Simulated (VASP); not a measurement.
A run of VASP 6.6.1 is set up as follows.

The input INCAR:

```
PREC = Accurate
ENCUT = 600
EDIFF = 1E-6
ISMEAR = -1
SIGMA = 0.05
LREAL = F
LASPH = T
NELM = 100
ALGO = Normal
ISIF = 3
LWAVE = F
LCHARG = F
GGA = PS
IBRION = 2
NSW = 60
EDIFFG = -0.005
PSTRESS = 3200.0
```

KPOINTS

```
Automatic mesh
0
Gamma
  9 9 13
```

POSCAR

```
In
1.0
    3.9536478476      0.0000000000      0.0000000000
   -1.9768239238      3.4239594737      0.0000000000
    0.0000000000      0.0000000000      2.4512616655
In
3
Direct
    0.0000000000      0.0000000000      0.0000000000
    0.3333333333      0.6666666667      0.5000000000
    0.6666666667      0.3333333333      0.5000000000
```

Potentials or basis: VASP PAW PBE potentials, release 64 (In_d).

Launch:

```bash
$ cat potpaw_PBE.64/In_d/POTCAR > POTCAR
$ mpirun -np 1 vasp_std > vasp.out
```

Problem. What does it give for the relaxed cell?

Solution. a = 4.011 Å, b = 4.011 Å, c = 2.397 Å, α = 90.00°, β = 90.00°, γ = 120.00°.

Problem. Estimate the space group after relaxing (to 0.1 Å).

Solution. P6/mmm (No. 191).

Problem. What does it give for the relaxed volume?

Solution. 11.13 Å³/atom.

Final structure:
```cif
data_structure
_symmetry_space_group_name_H-M 'P 1'
_symmetry_Int_Tables_number 1
_cell_length_a 4.0106
_cell_length_b 4.0106
_cell_length_c 2.3972
_cell_angle_alpha 90.000
_cell_angle_beta 90.000
_cell_angle_gamma 120.000
_cell_volume 33.39
loop_
_atom_site_label
_atom_site_type_symbol
_atom_site_fract_x
_atom_site_fract_y
_atom_site_fract_z
_atom_site_occupancy
In1 In 0.00000 0.00000 0.00000 1
In2 In 0.33333 0.66667 0.50000 1
In3 In 0.66667 0.33333 0.50000 1
```

Caveat: the cell is relaxed towards a set pressure, so the run minimises the enthalpy, not the energy; the highest band is partly filled, so the run has too few bands; the PAW data sets were made with another functional, which shifts forces and pressure a little.
